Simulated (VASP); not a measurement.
# Ga: single point with r2SCAN

The system is Ga.

```xyz
2
Lattice="0.0000 2.9505 2.9505 2.9505 0.0000 2.9505 2.9505 2.9505 0.0000" Properties=species:S:1:pos:R:3 pbc="T T T"
Ga    0.0000    0.0000    0.0000
Ga    1.4752    1.4752    1.4752
```

```
Program                : VASP 6.6.1
Task                   : single point
Functional             : r2SCAN
Potentials or basis    : VASP PAW PBE potentials, release 64 (Ga_d)
Cutoff                 : 520 eV
k mesh                 : 10 × 10 × 10
Occupations            : fermi-dirac, width 0.1 eV
Spin                   : no spin polarisation
Dipole correction      : no
Further INCAR settings : ALGO = Normal; EDIFF = 1e-06; NBANDS = 20
```

```yaml
Pressure: -2.4 GPa
Band_gap_on_the_k_mesh: zero (band 13 reaches 5.13 eV, above the bottom of band 14 at 0.93 eV)
```

Levels at points of the mesh, in eV from the Fermi level:
```tsv
k point	band 9	band 10	band 11	band 12	band 13	band 14	band 15	band 16	band 17	band 18
(0.00, 0.00, 0.00)	-14.81	-14.81	-9.67	2.81	2.81	2.81	3.79	4.97	4.97	4.97
(0.50, 0.00, 0.00)	-14.79	-14.79	-7.45	-4.75	1.28	1.28	3.18	6.02	6.02	8.73
(0.50, 0.50, 0.00)	-14.77	-14.77	-5.69	-5.69	-0.53	-0.53	3.07	3.07	12.26	12.26
```

Wall time 71 s on 1 thread of Intel(R) Xeon(R) 6975P-C (Granite Rapids) (shared host), peak memory 0.19 GiB.

Caveat: the PAW data sets were made with another functional, which shifts forces and pressure a little.
